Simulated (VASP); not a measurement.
A run of VASP 6.6.1:

POSCAR

```
PtSe
1.0
    0.0000000000      3.0374472300      3.0374472300
    3.0374472300      0.0000000000      3.0374472300
    3.0374472300      3.0374472300      0.0000000000
Pt Se
1 1
Direct
    0.0000000000      0.0000000000      0.0000000000
    0.2500000000      0.2500000000      0.2500000000
```

INCAR.step1

```
SYSTEM = PtSe
ALGO = Normal
EDIFF = 1E-4
ENCUT = 520
GGA = PE
ISMEAR = -1
LASPH = .True.
LCHARG = .False.
LDAU = .True.
LDAUJ = 0 0
LDAUL = 2 -1
LDAUTYPE = 2
LDAUU = 6 0
LMAXMIX = 4
LREAL = .False.
LWAVE = .True.
NBANDS = 15
NELM = 150
PREC = Accurate
SIGMA = 0.05
```

The input INCAR.step2:

```
SYSTEM = PtSe
ALGO = Normal
EDIFF = 1E-6
ENCUT = 520
ISIF = 2
ISMEAR = -1
ISTART = 1
LASPH = .True.
LCHARG = .False.
LDAU = .True.
LDAUJ = 0 0
LDAUL = 2 -1
LDAUPRINT = 1
LDAUTYPE = 2
LDAUU = 6 0
LMAXMIX = 4
LMIXTAU = .True.
LREAL = .False.
LWAVE = .False.
METAGGA = R2SCAN
NBANDS = 15
NELM = 150
PREC = Accurate
SIGMA = 0.05
```

KPOINTS

```
k-points
0
Gamma
  8 8 8
  0 0 0
```

Potentials or basis: VASP PAW PBE potentials, release 64 (Pt, Se).

Launch:

```console
$ cat potpaw_PBE.64/Pt/POTCAR potpaw_PBE.64/Se/POTCAR > POTCAR
$ cp INCAR.step1 INCAR
$ mpirun -np 1 vasp_std > vasp.out
$ cp INCAR.step2 INCAR
$ mpirun -np 1 vasp_std > vasp.out
```

Hardware: 1 thread of Intel(R) Xeon(R) 6975P-C (Granite Rapids), on a shared host.

**Question.** Estimate the wall time of this run.

**Answer.** It took 42 s on 1 thread of Intel(R) Xeon(R) 6975P-C (Granite Rapids), with other jobs on the host, peak memory 0.19 GiB. Counts: k points 29.
